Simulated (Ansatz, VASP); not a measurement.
**One calculation of CuO, two programs**

POSCAR

```
CuO
1.0
    2.3418500000     -1.7113000000      0.0000000000
    2.3418500000      1.7113000000      0.0000000000
   -0.8500274268      0.0000000000      5.0578693947
Cu O
2 2
Direct
    0.5000000000      0.0000000000      0.5000000000
    0.0000000000      0.5000000000      0.0000000000
    0.4184000000      0.5816000000      0.7500000000
    0.5816000000      0.4184000000      0.2500000000
```

INCAR.step1

```
SYSTEM = CuO
PREC = Accurate
ENCUT = 520
ISMEAR = -1
SIGMA = 0.05
LREAL = .False.
LASPH = .True.
NELM = 100
NBANDS = 25
GGA = PE
ALGO = Normal
EDIFF = 1E-4
LWAVE = .True.
LCHARG = .False.
```

Contents of INCAR.step2:

```
SYSTEM = CuO
PREC = Accurate
ENCUT = 520
EDIFF = 1E-7
ISMEAR = -1
SIGMA = 0.05
LREAL = .False.
LASPH = .True.
NELM = 100
ALGO = Normal
ISIF = 2
LWAVE = .False.
LCHARG = .False.
METAGGA = R2SCAN
LMIXTAU = .True.
NBANDS = 25
ISTART = 1
```

KPOINTS

```
regular mesh
0
Gamma
  10 10 5
  0 0 0
```

The input input.yaml:

```yaml
crystal:
  lattice:
    - [2.34185, -1.7113, 0.0]
    - [2.34185, 1.7113, 0.0]
    - [-0.8500274268, 0.0, 5.0578693947]
  atoms:
    - { symbol: Cu, position: [0.5, 0.0, 0.5] }
    - { symbol: Cu, position: [0.0, 0.5, 0.0] }
    - { symbol: O, position: [0.4184, 0.5816, 0.75] }
    - { symbol: O, position: [0.5816, 0.4184, 0.25] }
hamiltonian:
  xc: r2scan
  pseudopotentials: { kind: paw }
kpoints:
  mp_grid: { grid: [10, 10, 5] }
  band_path:
    path:
      - [[0.0, 0.0, 0.0], [-0.5, -0.5, 0.0], [-0.5247847702, -0.5247847702, 0.3275098836], [-0.5, -0.5, 0.5], [-0.6335075857, -0.3664924143, 0.5]]
      - [[-0.3664924143, 0.3664924143, 0.5], [0.0, 0.0, 0.5], [-0.4752152298, -0.4752152298, 0.6724901164]]
      - [[-0.5, -0.5, 0.0], [-0.612731633, -0.387268367, 0.0]]
      - [[-0.387268367, 0.387268367, 0.0], [0.0, 0.0, 0.0], [-0.5, 0.0, 0.0]]
      - [[-0.5, 0.0, 0.5], [0.0, 0.0, 0.0]]
    npoints: 14
scf:
  occupations: { method: fermi_dirac, width: 0.05 }
  n_extra_bands: 10
output:
  forces: true
  stress: true
  eigenvalues: true
  fatbands: false
```

Alike in both runs: functional r2SCAN; k mesh 10 × 10 × 5; occupations fermi-dirac, width 0.05 eV; no spin polarisation.

|  | VASP | Ansatz |
| --- | --- | --- |
| version | VASP 6.6.1 | Ansatz 0.2.0 |
| potentials or method | VASP PAW PBE potentials, release 64 (Cu, O) | Ansatz PAW |
| plane-wave cutoff (eV) | 520 | 500 |
| valence electrons in the cell | 34 | 50 |
| task | single point | band structure |

|  | VASP | Ansatz | Ansatz less VASP |
| --- | --- | --- | --- |
| gap on the k mesh at the Fermi level (eV) | none | none | - |
| pressure (GPa) | -0.3 | -1.3 | -0.96 |
| traceless stress, the component that is largest in VASP (GPa) | 1.46 | 1.83 | +0.365 |
| rms of the force components (eV/Å) | 0.099 | 0.117 | +0.0177 |

VASP's potentials were made for PBE, not for r2SCAN. Atom by atom the forces differ by 0.018 eV/Å (rms over components). A gap of «none» marks a metal or a gap that the smearing closes. With one functional, cell and mesh, what is left measures potentials, basis and numerics. VASP's potentials hold 34 valence electrons a cell and Ansatz's 50, so a difference there can come from the potentials and not from the codes.
